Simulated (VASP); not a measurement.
# Cd3Ga2O (P-6m2) in VASP: a series of runs

Runs on Cd3Ga2O. Level: PBE. Tasks: single point, relaxation of cell and atoms.

Everything below comes from runs of VASP 6.6.1. Logs are shortened: lines on timing, memory, paths and dates and some standing lists are left out, and cuts for length are marked.

**1. The cell of the first run**

It takes space group P-6m2 (No. 187, hexagonal). The conventional cell has a = 4.749 Å, b = 4.749 Å, c = 5.896 Å, α = 90.00°, β = 90.00°, γ = 120.00°. Within 3.6 Å of Cd (site symmetry -6m2) lie 3 Cd at 2.74 Å and 2 O at 2.95 Å and 6 Ga at 3.16 Å. Within 3.6 Å of Cd (site symmetry -6m2) lie 3 O at 2.74 Å and 2 Cd at 2.95 Å and 6 Ga at 3.07 Å. Within 3.6 Å of Cd (site symmetry -6m2) lie 5 Cd at 2.74 to 2.95 Å and 6 Ga at 3.16 Å. Ga (site symmetry 3m) has 2 Ga at 2.75 to 3.15 Å and 9 Cd at 3.07 to 3.16 Å and 3 O at 3.07 Å within 3.6 Å. O (site symmetry -6m2) has 5 Cd at 2.74 to 2.95 Å and 6 Ga at 3.07 Å within 3.6 Å.

The cell was built from a structure type or drawn by symmetry, and may not be a known phase.

**2. Single point, PBE**

File INCAR:

```
ALGO = Normal ; EDIFF = 1E-7
ENCUT = 520 ; GGA = PE
ISIF = 2 ; ISMEAR = 0
LASPH = T ; LCHARG = F
LREAL = F ; LWAVE = F
NBANDS = 43 ; NELM = 60
PREC = Accurate ; SIGMA = 0.1
```

File KPOINTS:

```
k-points
0
Gamma
  6 6 4
```

File POSCAR:

```
Cd3Ga2O
1.0
    4.7488398854      0.0000000000      0.0000000000
   -2.3744199427      4.1126159792      0.0000000000
    0.0000000000      0.0000000000      5.8964765905
Cd Ga O
3 2 1
Direct
    0.0000000000      0.0000000000      0.5000000000
    0.3333333333      0.6666666667      0.0000000000
    0.3333333333      0.6666666667      0.5000000000
    0.6666666667      0.3333333333      0.2330572724
    0.6666666667      0.3333333333      0.7669427276
    0.0000000000      0.0000000000      0.0000000000
```

Potentials or basis: VASP PAW PBE potentials, release 64 (Cd, Ga_d, O).

On the command line:

```sh
cat potpaw_PBE.64/Cd/POTCAR potpaw_PBE.64/Ga_d/POTCAR potpaw_PBE.64/O/POTCAR > POTCAR
mpirun -np 1 vasp_std > vasp.out
```

OUTCAR:

```text
EDIFF = 1E-7
   ENCUT = 520
   GGA = PE
   ISIF = 2
   ISMEAR = 0
   LASPH = T
   LREAL = F
   NELM = 60
   PREC = Accurate

 ion  position               nearest neighbor table
   1  0.000  0.000  0.500-   3 2.74   3 2.74   3 2.74   5 3.16   4 3.16   5 3.16   4 3.16   5 3.16
                             4 3.16
   2  0.333  0.667  0.000-   6 2.74   6 2.74   6 2.74   3 2.95   3 2.95   4 3.07   5 3.07   4 3.07
                             5 3.07   5 3.07   4 3.07
   3  0.333  0.667  0.500-   1 2.74   1 2.74   1 2.74   2 2.95   2 2.95   4 3.16   5 3.16   4 3.16
                             5 3.16   4 3.16   5 3.16
   4  0.667  0.333  0.233-   5 2.75   2 3.07   2 3.07   2 3.07   3 3.16   3 3.16   1 3.16   1 3.16
                             1 3.16   3 3.16
   5  0.667  0.333  0.767-   4 2.75   2 3.07   2 3.07   2 3.07   3 3.16   3 3.16   1 3.16   1 3.16
                             1 3.16   3 3.16
   6  0.000  0.000  0.000-   2 2.74   2 2.74   2 2.74

  LATTYP: Found a hexagonal cell.
 ALAT       =     4.7488398854
 C/A-ratio  =     1.2416667508

  Lattice vectors:

 A1 = (   4.7488398854,   0.0000000000,   0.0000000000)
 A2 = (  -2.3744199427,   4.1126159792,   0.0000000000)
 A3 = (   0.0000000000,   0.0000000000,   5.8964765905)

Analysis of symmetry for initial positions (statically):
=====================================================================
 Subroutine PRICEL returns:
 Original cell was already a primitive cell.

 Routine SETGRP: Setting up the symmetry group for a
 hexagonal supercell.

 Subroutine GETGRP returns: Found 12 space group operations
 (whereof 12 operations were pure point group operations)
 out of a pool of 24 trial point group operations.

The static configuration has the point symmetry D_3h.

Analysis of symmetry for dynamics (positions and initial velocities):
=====================================================================
 Subroutine PRICEL returns:
 Original cell was already a primitive cell.

 Routine SETGRP: Setting up the symmetry group for a
 hexagonal supercell.

 Subroutine GETGRP returns: Found 12 space group operations
 (whereof 12 operations were pure point group operations)
 out of a pool of 24 trial point group operations.

The dynamic configuration has the point symmetry D_3h.

 Subroutine INISYM returns: Found 12 space group operations
 (whereof 12 operations are pure point group operations),
 and found     1 'primitive' translations

----------------------------------------------------------------------------------------

                                     Primitive cell

  volume of cell :     115.1591

  direct lattice vectors                    reciprocal lattice vectors
     4.748839885  0.000000000  0.000000000     0.210577746  0.121577118  0.000000000
    -2.374419943  4.112615979  0.000000000     0.000000000  0.243154237  0.000000000
     0.000000000  0.000000000  5.896476590     0.000000000  0.000000000  0.169592804

  length of vectors
     4.748839885  4.748839885  5.896476590     0.243154237  0.243154237  0.169592804

  position of ions in fractional coordinates (direct lattice)
     0.000000000  0.000000000  0.500000000
     0.333333333  0.666666667  0.000000000
     0.333333333  0.666666667  0.500000000
     0.666666667  0.333333333  0.233057272
     0.666666667  0.333333333  0.766942728
     0.000000000  0.000000000  0.000000000

  ion indices of the primitive-cell ions
   primitive index   ion index
                 1           1
                 2           2
                 3           3
                 4           4
                 5           5
                 6           6

----------------------------------------------------------------------------------------

 KPOINTS: k-points

Automatic generation of k-mesh.
 Grid dimensions read from file:
 generate k-points for:    6    6    4

 Generating k-lattice:

  Cartesian coordinates                     Fractional coordinates (reciprocal lattice)
     0.035096291  0.020262853  0.000000000     0.166666667  0.000000000  0.000000000
     0.000000000  0.040525706  0.000000000     0.000000000  0.166666667  0.000000000
     0.000000000  0.000000000  0.042398201     0.000000000  0.000000000  0.250000000

  Length of vectors
     0.040525706  0.040525706  0.042398201

  Shift w.r.t. Gamma in fractional coordinates (k-lattice)
     0.000000000  0.000000000  0.000000000

 Subroutine IBZKPT returns following result:
 ===========================================

 Found     21 irreducible k-points:

 Following reciprocal coordinates:
            Coordinates               Weight
  0.000000  0.000000  0.000000      1.000000
  0.166667 -0.000000  0.000000      6.000000
  0.333333 -0.000000  0.000000      6.000000
  0.500000 -0.000000  0.000000      3.000000
  0.166667  0.166667  0.000000      6.000000
  0.333333  0.166667  0.000000     12.000000
[... 13 lines left out ...]
  0.333333  0.166667  0.500000     12.000000
  0.333333  0.333333  0.500000      2.000000
   k-points           NKPTS =     21   k-points in BZ     NKDIM =     21   number of bands    NBANDS=     43
   number of dos      NEDOS =    301   number of ions     NIONS =      6
   total plane-waves  NPLWV =  62208
   dimension x,y,z NGX =    36 NGY =   36 NGZ =   48
   dimension x,y,z NGXF=    72 NGYF=   72 NGZF=   96
   ions per type =               3   2   1
   NGX,Y,Z   is equivalent  to a cutoff of  12.60, 12.60, 13.53 a.u.
   NGXF,Y,Z  is equivalent  to a cutoff of  25.21, 25.21, 27.07 a.u.
 SYSTEM =  unknown system
   PREC   = accura    normal or accurate (medium, high low for compatibility)
   ISTART =      0    job   : 0-new  1-cont  2-samecut
   ICHARG =      2    charge: 1-file 2-atom 10-const
   ISPIN  =      1    spin polarized calculation?
   LNONCOLLINEAR =      F non collinear calculations
   LSORBIT =      F    spin-orbit coupling
   LASPH  =      T    aspherical Exc in radial PAW
   ENCUT  =  520.0 eV  38.22 Ry    6.18 a.u.   8.83  8.83 10.96*2*pi/ulx,y,z
   NELM   =     60;   NELMIN=  2; NELMDL= -5     # of ELM steps
   EDIFF  = 0.1E-06   stopping-criterion for ELM
   LREAL  =      F    real-space projection
   EDIFFG = 0.1E-05   stopping-criterion for IOM
   NSW    =      0    number of steps for IOM
   IBRION =     -1    ionic relax: 0-MD 1-quasi-New 2-CG
   NFREE  =      0    steps in history (QN), initial steepest desc. (CG)
   ISIF   =      2    stress and relaxation
   ISYM   =      2    0-nonsym 1-usesym 2-fastsym
   POTIM  = 0.5000    time-step for ionic-motion
   TEBEG  =    0.0;   TEEND  =   0.0 temperature during run
   PSTRESS=    0.0 pullay stress
   NELECT =      68.0000    total number of electrons
   NUPDOWN=      -1.0000    fix difference up-down
   EMIN   =  10.00;   EMAX   =-10.00  energy-range for DOS
   EFERMI =   0.00;   METHOD = LEGACY
   ISMEAR =     0;   SIGMA  =   0.10  broadening in eV -4-tet -1-fermi 0-gaus
   EFERMI_NEDOS =   21; number of points for ismear=-14 and -15
   IALGO  =     38    algorithm
   IMIX   =      4    mixing-type and parameters
     AMIX     =   0.40;   BMIX     =  1.00
     AMIX_MAG =   1.60;   BMIX_MAG =  1.00
  volume/ion in A,a.u.               =      19.19       129.52
  Fermi-wavevector in a.u.,A,eV,Ry     =   1.373446  2.595437 25.665418  1.886355
  Thomas-Fermi vector in A             =   2.498963
   LORBIT       =      0    0 simple, 1 ext, 2 COOP (PROOUT), +10 PAW based schemes
   GGA     = PE    functional components
   LHFCALC =     F    Hartree Fock is set to
   AEXX    =    0.0000 exact exchange contribution
   IVDW    =     0    specifies the selected vdW correction
   LEPSILON=     F    determine dielectric tensor
   LRPA    =     F    only Hartree local field effects (RPA)
 non-spin polarized calculation
 Gauss-broadening in eV      SIGMA  =   0.10
  energy-cutoff  :      520.00
  volume of cell :      115.16
 maximum number of plane-waves:      3142
 NGX is ok and might be reduce to    36
   NGX = 17   NGY = 17   NGZ = 21

 number of electron      68.0000002 magnetization

 Free energy of the ion-electron system (eV)
  ---------------------------------------------------
  ext. energy  EPLUGINS =         0.00000000
  ---------------------------------------------------
  free energy    TOTEN  =       -12.51908287 eV

  energy without entropy =      -12.50684525  energy(sigma->0) =      -12.51296406

 E-fermi :   3.0286     XC(G=0): -10.8220

 val. band max:        3.0051018644   @ k =   0.3333  -0.0000   0.0000
 cond. band min:       3.0325358304   @ k =   0.3333   0.3333   0.5000
 fundamental gap:      0.0274339660
 Fermi energy:         3.0286185580

 k-point     1 :       0.0000    0.0000    0.0000
  band No.  band energies     occupation
      1     -13.0441      2.00000
      2     -11.8153      2.00000
      3     -11.7312      2.00000
      4     -11.7312      2.00000
      5     -11.6766      2.00000
      6     -11.6766      2.00000
[... 35 lines left out ...]
     42       8.3509      0.00000
     43       9.1974      0.00000

 k-point     2 :       0.1667   -0.0000    0.0000
  band No.  band energies     occupation
      1     -13.0336      2.00000
      2     -11.8148      2.00000
      3     -11.7308      2.00000
      4     -11.7301      2.00000
      5     -11.6755      2.00000
      6     -11.6749      2.00000
[... 35 lines left out ...]
     42       9.0875      0.00000
     43       9.4479      0.00000

 k-point     3 :       0.3333   -0.0000    0.0000
  band No.  band energies     occupation
      1     -13.0133      2.00000
      2     -11.8138      2.00000
      3     -11.7299      2.00000
      4     -11.7289      2.00000
      5     -11.6733      2.00000
      6     -11.6699      2.00000
[... 781 lines left out ...]
      6     -11.6679      2.00000
[... 35 lines left out ...]
     42       9.5015      0.00000
     43      10.1000      0.00000

 k-point    21 :       0.3333    0.3333    0.5000
  band No.  band energies     occupation
      1     -12.9896      2.00000
      2     -11.7379      2.00000
      3     -11.6999      2.00000
      4     -11.6941      2.00000
      5     -11.6681      2.00000
      6     -11.6666      2.00000
[... 35 lines left out ...]
     42       8.6414      0.00000
     43       8.7147      0.00000

------------------------ aborting loop because EDIFF is reached ----------------------------------------

  FORCE on cell =-STRESS in cart. coord.  units (eV):
  Direction    XX          YY          ZZ          XY          YZ          ZX
  --------------------------------------------------------------------------------------
  -------------------------------------------------------------------------------------
  Total        0.2835270      0.2835270      0.2502798      0.0000000     -0.0000000      0.0000000
  in kB        3.9446345      3.9446345      3.4820748      0.0000000     -0.0000000      0.0000000
  external PRESSURE =       3.7904479 kB  Pullay stress =       0.0000000 kB

 VOLUME and BASIS-vectors are now :
 -----------------------------------------------------------------------------
  energy-cutoff  :      520.00
  volume of cell :      115.16
      direct lattice vectors                 reciprocal lattice vectors
     4.748839885  0.000000000  0.000000000     0.210577746  0.121577118  0.000000000
    -2.374419943  4.112615979  0.000000000     0.000000000  0.243154237  0.000000000
     0.000000000  0.000000000  5.896476590     0.000000000  0.000000000  0.169592804

 POSITION                                       TOTAL-FORCE (eV/Angst)
 -----------------------------------------------------------------------------------
      0.00000      0.00000      2.94824        -0.000000     -0.000000      0.000000
     -0.00000      2.74174      0.00000        -0.000000     -0.000000      0.000000
     -0.00000      2.74174      2.94824        -0.000000     -0.000000      0.000000
      2.37442      1.37087      1.37422         0.000000      0.000000      0.010721
      2.37442      1.37087      4.52226         0.000000      0.000000     -0.010721
      0.00000      0.00000      0.00000        -0.000000     -0.000000      0.000000
 -----------------------------------------------------------------------------------
    total drift:                               -0.000000      0.000000      0.000000

  FREE ENERGIE OF THE ION-ELECTRON SYSTEM (eV)
  ---------------------------------------------------
  free  energy   TOTEN  =       -12.5190828707 eV

  energy  without entropy=      -12.5068452518  energy(sigma->0) =      -12.51296406
```

Wall time 64 s (1 thread of Intel Xeon 6975P-C (Granite Rapids), shared host); peak memory 0.29 GiB.

Results:

```
Free energy            : -12.5191 eV
Pressure               : 0.4 GPa
Largest force          : 0.011 eV/Å
Band gap on the k mesh : zero (bands 34 and 35 overlap by 1.64 eV)
```

Forces in eV/Å, atoms in the order of the input:
```
Cd   0.000  0.000  0.000
Cd   0.000  0.000  0.000
Cd   0.000  0.000  0.000
Ga   0.000  0.000  0.011
Ga   0.000  0.000 -0.011
O    0.000  0.000  0.000
```

Levels at points of the mesh, in eV from the Fermi level:
```csv
k point,band 31,band 32,band 33,band 34,band 35,band 36,band 37,band 38
"(0.00, 0.00, 0.00)",-1.76,-0.87,-0.15,0.61,0.61,2.64,2.64,3.09
"(0.50, 0.00, 0.00)",-2.88,-2.35,-1.62,-0.19,0.17,0.67,1.58,3.53
"(0.00, 0.00, 0.50)",-1.28,-0.32,0.95,1.30,1.60,1.60,1.85,1.85
"(0.50, 0.00, 0.50)",-2.41,-1.32,-0.76,-0.36,0.34,2.40,2.55,3.18
```

**3. Single point, PBE**

This run uses another cell than the first one, of 18.82 Å³/atom.

File INCAR:

```
SYSTEM = Cd3Ga2O
PREC = Accurate ; ENCUT = 520
EDIFF = 1E-6 ; ISMEAR = 0
SIGMA = 0.1 ; LREAL = .FALSE.
LASPH = .TRUE. ; NELM = 80
ALGO = Normal ; ISIF = 2
LWAVE = .FALSE. ; LCHARG = .FALSE.
GGA = PE ; NBANDS = 43
```

File KPOINTS:

```
regular mesh
0
G
  6 6 2
  0 0 0
```

File POSCAR:

```
Cd3Ga2O
1.0
    4.1163043200      0.0000000000      0.0000000000
   -2.0581521600      3.5648241100      0.0000000000
    0.0000000000      0.0000000000      7.6936687000
Cd Ga O
3 2 1
Direct
    0.0000000000      0.0000000000      0.5000000000
    0.3333333300      0.6666666700      0.0000000000
    0.3333333300      0.6666666700      0.5000000000
    0.6666666700      0.3333333300      0.2354539900
    0.6666666700      0.3333333300      0.7645460100
    0.0000000000      0.0000000000      0.0000000000
```

Potentials or basis: VASP PAW PBE potentials, release 64 (Cd, Ga_d, O).

On the command line:

```sh
cat potpaw_PBE.64/Cd/POTCAR potpaw_PBE.64/Ga_d/POTCAR potpaw_PBE.64/O/POTCAR > POTCAR
mpirun -np 1 vasp_std > vasp.out
```

Wall time 43 s (1 thread of Intel Xeon 6975P-C (Granite Rapids), shared host); peak memory 0.26 GiB.

Results (log left out):

```
Free energy            : -10.8658 eV
Pressure               : 13.4 GPa
Band gap on the k mesh : zero (bands 34 and 35 overlap by 3.78 eV)
```

Stress tensor (GPa, compression positive):
```
18.40  0.00  0.00
 0.00 18.40  0.00
 0.00  0.00  3.42
```

Levels at points of the mesh, in eV from the Fermi level:
| k point | band 32 | band 33 | band 34 | band 35 | band 36 | band 37 |
| --- | --- | --- | --- | --- | --- | --- |
| (0.00, 0.00, 0.00) | -1.99 | 1.88 | 2.03 | 2.82 | 2.82 | 4.09 |
| (0.50, 0.00, 0.00) | -2.99 | -1.49 | -0.57 | 0.13 | 0.86 | 2.88 |
| (0.00, 0.00, 0.50) | -1.82 | -0.56 | 3.23 | 3.23 | 3.44 | 3.44 |
| (0.50, 0.00, 0.50) | -2.16 | -1.29 | -1.03 | 0.03 | 1.59 | 1.87 |

Caveat: the k points lie up to 0.41 Å⁻¹ apart, too coarse for converged energies and pressures of a metal.

**4. Single point, PBE**

This run uses another cell than the first one, of 18.87 Å³/atom.

File INCAR:

```
PREC = Accurate
ENCUT = 520
EDIFF = 1E-7
ISMEAR = 0
SIGMA = 0.1
LREAL = F
LASPH = T
NELM = 60
ALGO = Normal
ISIF = 2
LWAVE = F
LCHARG = F
GGA = PE
NBANDS = 43
```

File KPOINTS:

```
regular mesh
0
Gamma
  6 6 2
```

File POSCAR:

```
Cd3Ga2O
1.0
    4.8251905037      0.0000000000      0.0000000000
   -2.4125952518      4.1787375543      0.0000000000
    0.0000000000      0.0000000000      5.6162030324
Cd Ga O
3 2 1
Direct
    0.0000000000      0.0000000000      0.5000000000
    0.3333333333      0.6666666667      0.0000000000
    0.3333333333      0.6666666667      0.5000000000
    0.6666666667      0.3333333333      0.2369136864
    0.6666666667      0.3333333333      0.7630863136
    0.0000000000      0.0000000000      0.0000000000
```

On the command line:

```sh
cat potpaw_PBE.64/Cd/POTCAR potpaw_PBE.64/Ga_d/POTCAR potpaw_PBE.64/O/POTCAR > POTCAR
mpirun -np 1 vasp_std > vasp.out
```

Run time: 44 s. Hardware: 1 thread of Intel Xeon 6975P-C (Granite Rapids), shared host; peak memory 0.24 GiB.

Results (log left out):

| Quantity | Value |
| --- | --- |
| Free energy | -12.7075 eV |
| Pressure | 0.5 GPa |
| Band gap on the k mesh | zero (bands 34 and 35 overlap by 1.83 eV) |

Stress tensor (GPa, compression positive):
```
0.59 0.00 0.00
0.00 0.59 0.00
0.00 0.00 0.38
```

Levels at points of the mesh, in eV from the Fermi level:
```tsv
k point	band 32	band 33	band 34	band 35	band 36	band 37
(0.00, 0.00, 0.00)	-0.90	-0.74	0.20	0.20	2.40	2.40
(0.50, 0.00, 0.00)	-2.37	-1.67	-0.26	0.17	0.42	1.68
(0.00, 0.00, 0.50)	-0.38	0.45	1.41	1.41	1.51	1.51
(0.50, 0.00, 0.50)	-1.54	-1.01	-0.34	0.50	2.27	2.62
```

Caveat: the k points lie up to 0.56 Å⁻¹ apart, too coarse for converged energies and pressures of a metal.

**5. Relaxation of cell and atoms, PBE**

This run uses another cell than the first one, of 18.87 Å³/atom.

File INCAR:

```
SYSTEM = Cd3Ga2O
PREC = Accurate
ENCUT = 600
EDIFF = 1E-7
ISMEAR = 0
SIGMA = 0.1
LREAL = .FALSE.
LASPH = .TRUE.
NELM = 60
ALGO = Normal
ISIF = 3
LWAVE = .FALSE.
LCHARG = .FALSE.
GGA = PE
IBRION = 2
NSW = 90
EDIFFG = -0.04
```

File KPOINTS:

```
Automatic mesh
0
G
  6 6 4
  0 0 0
```

POSCAR is that of step 4.

On the command line:

```sh
cat potpaw_PBE.64/Cd/POTCAR potpaw_PBE.64/Ga_d/POTCAR potpaw_PBE.64/O/POTCAR > POTCAR
mpirun -np 1 vasp_std > vasp.out
```

Wall time 8.3 min (1 thread of Intel Xeon 6975P-C (Granite Rapids), shared host); peak memory 0.33 GiB.

Results (log left out):

| Property | Result |
| --- | --- |
| Free energy | -12.5182 eV |
| Relaxed volume | 19.25 Å³/atom |
| Relaxed cell | a = 4.755 Å, b = 4.755 Å, c = 5.899 Å, α = 90.00°, β = 90.00°, γ = 120.00° |
| Space group after relaxing (to 0.1 Å) | P-6m2 (No. 187) |
| Energy gained by relaxing | 7.1 meV/atom |
| Ionic steps | 8 |
| Pressure after relaxing | 0.1 GPa |
| Largest force after relaxing | 0.012 eV/Å |
| Band gap on the k mesh | zero (bands 34 and 35 overlap by 1.65 eV) |

Forces in eV/Å, atoms in the order of the input:
```
Cd   0.000  0.000  0.000
Cd   0.000  0.000  0.000
Cd   0.000  0.000  0.000
Ga   0.000  0.000 -0.012
Ga   0.000  0.000  0.012
O    0.000  0.000  0.000
```

The path:
| step | energy change (eV) | largest force (eV/Å) | pressure (GPa) | volume (Å³) |
| --- | --- | --- | --- | --- |
| 1 | 0.0000 | 0.0128 | 1.12 | 113.24 |
| 2 | -0.0193 | 0.0333 | 0.08 | 115.41 |
| 3 | -0.0231 | 0.0610 | -0.69 | 117.21 |
| 4 | -0.0337 | 0.0762 | -0.52 | 116.77 |
| 5 | -0.0413 | 0.0847 | -0.13 | 116.03 |
| 6 | -0.0414 | 0.0846 | -0.08 | 115.96 |
| 7 | -0.0423 | 0.0457 | 0.03 | 115.71 |
| 8 | -0.0425 | 0.0121 | 0.12 | 115.50 |

Final structure:
```
CELL_PARAMETERS angstrom
4.75476 0.00000 0.00000
-2.37738 4.11775 0.00000
0.00000 0.00000 5.89946
ATOMIC_POSITIONS crystal
Cd 0.00000 0.00000 0.50000
Cd 0.33333 0.66667 0.00000
Cd 0.33333 0.66667 0.50000
Ga 0.66667 0.33333 0.23368
Ga 0.66667 0.33333 0.76632
O 0.00000 0.00000 0.00000
```

Levels at points of the mesh, in eV from the Fermi level:
```tsv
k point	band 31	band 32	band 33	band 34	band 35	band 36	band 37	band 38
(0.00, 0.00, 0.00)	-1.75	-0.87	-0.17	0.61	0.61	2.63	2.63	3.07
(0.50, 0.00, 0.00)	-2.87	-2.34	-1.62	-0.20	0.17	0.66	1.57	3.52
(0.00, 0.00, 0.50)	-1.28	-0.33	0.94	1.31	1.61	1.61	1.83	1.83
(0.50, 0.00, 0.50)	-2.39	-1.33	-0.77	-0.36	0.34	2.39	2.56	3.18
```

(Continued in part 2 of 2.)
